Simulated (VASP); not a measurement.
Wanted: the native input for a VASP 6.6.1 run.

```yaml
Task: single point
Functional: PBEsol
Potentials_or_basis: VASP PAW PBE potentials, release 64 (Al, N)
Cutoff: 520 eV
k_mesh: 10 × 10 × 10
Occupations: fermi-dirac, width 0.05 eV
Spin: no spin polarisation
Dipole_correction: no
Further_INCAR_settings: ALGO = Normal; EDIFF = 1e-07; NBANDS = 11
```

The structure of AlN lies in POSCAR:

```
AlN
1.0
    0.0000000000      2.1984575146      2.1984575146
    2.1984575146      0.0000000000      2.1984575146
    2.1984575146      2.1984575146      0.0000000000
Al N
1 1
Direct
    0.0000000000      0.0000000000      0.0000000000
    0.2500000000      0.2500000000      0.2500000000
```

This cell differs from its parent crystal: volume scaled by 1.02.

One way to write it, as run:

INCAR

```
SYSTEM = AlN
PREC     = Accurate       ! precision mode
ENCUT    = 520            ! plane-wave cutoff, eV
EDIFF    = 1E-7           ! SCF threshold, eV
ISMEAR   = -1             ! smearing method
SIGMA    = 0.05           ! smearing width, eV
LREAL    = .FALSE.        ! projectors in reciprocal space
LASPH    = .TRUE.         ! aspherical terms in the spheres
NELM     = 80             ! most SCF steps
ALGO     = Normal         ! electronic algorithm
ISIF     = 2              ! what is computed and relaxed
LWAVE    = .FALSE.        ! write WAVECAR
LCHARG   = .TRUE.         ! write CHGCAR
GGA      = PS             ! functional
LELF     = .TRUE.         ! ELF
LVHAR    = .TRUE.       
NBANDS   = 11             ! bands
```

KPOINTS

```
regular mesh
0
G
  10 10 10
  0 0 0
```

Potentials or basis: VASP PAW PBE potentials, release 64 (Al, N).

Launch:

```sh
$ cat potpaw_PBE.64/Al/POTCAR potpaw_PBE.64/N/POTCAR > POTCAR
$ mpirun -np 1 vasp_std > vasp.out
```

Results of the run:

* Pressure: -2.6 GPa
* Band gap on the k mesh: 3.18 eV, indirect (least direct gap 3.96 eV)

Caveat: the PAW data sets were made with another functional, which shifts forces and pressure a little.

Run time: 7.8 s on 1 thread of Intel Xeon 6975P-C (shared host), peak memory 0.13 GiB.
